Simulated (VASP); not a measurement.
Input of a VASP 6.6.1 run:

INCAR

```
SYSTEM = CoSi2
  PREC = Accurate
  ENCUT = 520
  EDIFF = 1E-6
  ISMEAR = 0
  SIGMA = 0.1
  LREAL = .False.
  LASPH = .True.
  NELM = 80
  ALGO = Normal
  ISIF = 2
  LWAVE = .False.
  LCHARG = .False.
  GGA = PE
  NBANDS = 16
```

Contents of KPOINTS:

```
regular mesh
0
Gamma
  14 14 14
  0 0 0
```

POSCAR

```
CoSi2
1.0
    0.0000000000      2.5196920752      2.5196920752
    2.5196920752      0.0000000000      2.5196920752
    2.5196920752      2.5196920752      0.0000000000
Co Si
1 2
Direct
    0.0000000000      0.0000000000      0.0000000000
    0.2500000000      0.2500000000      0.2500000000
    0.7500000000      0.7500000000      0.7500000000
```

Potentials or basis: VASP PAW PBE potentials, release 64 (Co, Si).

Launch:

```bash
$ cat potpaw_PBE.64/Co/POTCAR potpaw_PBE.64/Si/POTCAR > POTCAR
$ mpirun -np 1 vasp_std > vasp.out
```

(1) What does it give for the pressure?

Answers

(1) 49.8 GPa.
